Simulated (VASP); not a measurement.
Here is a VASP 6.6.1 calculation.

File INCAR:

```
  PREC = Accurate
  ENCUT = 520
  EDIFF = 1E-7
  ISMEAR = 0
  SIGMA = 0.05
  LREAL = F
  LASPH = T
  NELM = 100
  ALGO = Normal
  ISIF = 2
  LWAVE = F
  LCHARG = F
  GGA = PE
  NBANDS = 11
```

File KPOINTS:

```
regular mesh
0
Gamma
  12 12 12
```

File POSCAR:

```
SiC
1.0
    0.0000000000      2.2392200000      2.1740000000
    2.2392200000      0.0000000000      2.1740000000
    2.2392200000      2.2392200000      0.0000000000
Si C
1 1
Direct
    0.0000000000      0.0000000000      0.0000000000
    0.7500000000      0.7500000000      0.7500000000
```

Potentials or basis: VASP PAW PBE potentials, release 64 (Si, C).

The run is started by

```bash
$ cat potpaw_PBE.64/Si/POTCAR potpaw_PBE.64/C/POTCAR > POTCAR
$ mpirun -np 1 vasp_std > vasp.out
```

(1) What does it give for the pressure?

(2) Predict the band gap on the k mesh.

Answers

(1) -7.5 GPa.

(2) 1.11 eV, indirect (least direct gap 4.45 eV).

Caveat: the cell differs from its parent crystal (strain +0.030 along x and y, +0.000 along z).
